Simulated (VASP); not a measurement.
K: single point with PBEsol

Crystal: K.

```xyz
1
Lattice="-2.2382 2.2382 2.2382 2.2382 -2.2382 2.2382 2.2382 2.2382 -2.2382" Properties=species:S:1:pos:R:3 pbc="T T T"
K     0.0000    0.0000    0.0000
```

```yaml
Program: VASP 6.6.1
Task: single point
Functional: PBEsol
Potentials_or_basis: VASP PAW PBE potentials, release 64 (K_sv)
Cutoff: 520 eV
k_mesh: 16 × 16 × 16
Occupations: fermi-dirac, width 0.05 eV
Spin: no spin polarisation
```

```json
{
 "Pressure": "4.0 GPa"
}
```

Levels at points of the mesh, in eV from the Fermi level:
| k point | band 2 | band 3 | band 4 | band 5 | band 6 | band 7 |
| --- | --- | --- | --- | --- | --- | --- |
| (0.00, 0.00, 0.00) | -15.30 | -15.30 | -15.30 | -2.95 | 4.62 | 4.62 |
| (0.50, 0.00, 0.00) | -15.65 | -15.40 | -15.30 | 0.24 | 1.13 | 3.11 |
| (0.50, 0.50, 0.50) | -15.53 | -15.53 | -15.53 | 1.15 | 1.15 | 5.12 |

It took 54 s on 1 thread of Intel Xeon 6975P-C, with other jobs on the host, peak memory 0.21 GiB.

Caveat: the PAW data sets were made with another functional, which shifts forces and pressure a little.
